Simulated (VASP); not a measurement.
A run of VASP 6.6.1 is set up as follows.

File INCAR:

```
PREC     = Accurate       # precision mode
ENCUT    = 500            # plane-wave cutoff, eV
EDIFF    = 1E-6           # SCF threshold, eV
ISMEAR   = 0              # smearing method
SIGMA    = 0.2            # smearing width, eV
LREAL    = False          # projectors in reciprocal space
LASPH    = True           # aspherical terms in the spheres
NELM     = 120            # most SCF steps
ALGO     = Normal         # electronic algorithm
ISIF     = 2              # what is computed and relaxed
LWAVE    = False          # write WAVECAR
LCHARG   = False          # write CHGCAR
GGA      = PE             # functional
NBANDS   = 19             # bands
GGA_COMPAT= False
```

File KPOINTS:

```
Automatic mesh
0
Gamma
  8 8 4
```

POSCAR

```
GePt
1.0
    2.8146599208      0.0000000028      0.0000000000
   -1.4073299628      2.4375669930      0.0000000000
    0.0000000000      0.0000000000      5.0650494960
Ge Pt
1 1
Direct
    0.0000000000      0.0000000000      0.2059122676
    0.0000000000      0.0000000000      0.7060928624
```

Potentials or basis: VASP PAW PBE potentials, release 64 (Ge_d, Pt).

Run with:

```bash
$ cat potpaw_PBE.64/Ge_d/POTCAR potpaw_PBE.64/Pt/POTCAR > POTCAR
$ mpirun -np 1 vasp_std > vasp.out
```

Task: Estimate the largest force.

Result: 0.005 eV/Å.

Task: Estimate the pressure.

Result: -0.2 GPa.

Task: Predict the band gap on the k mesh.

Result: Zero (band 12 reaches 8.74 eV, above the bottom of band 13 at 7.11 eV).

Forces on the atoms (eV/Å):
```
Ge   0.000  0.000  0.005
Pt   0.000  0.000 -0.005
```

Caveat: spin-orbit coupling is left out, which moves the levels of the heavy elements.
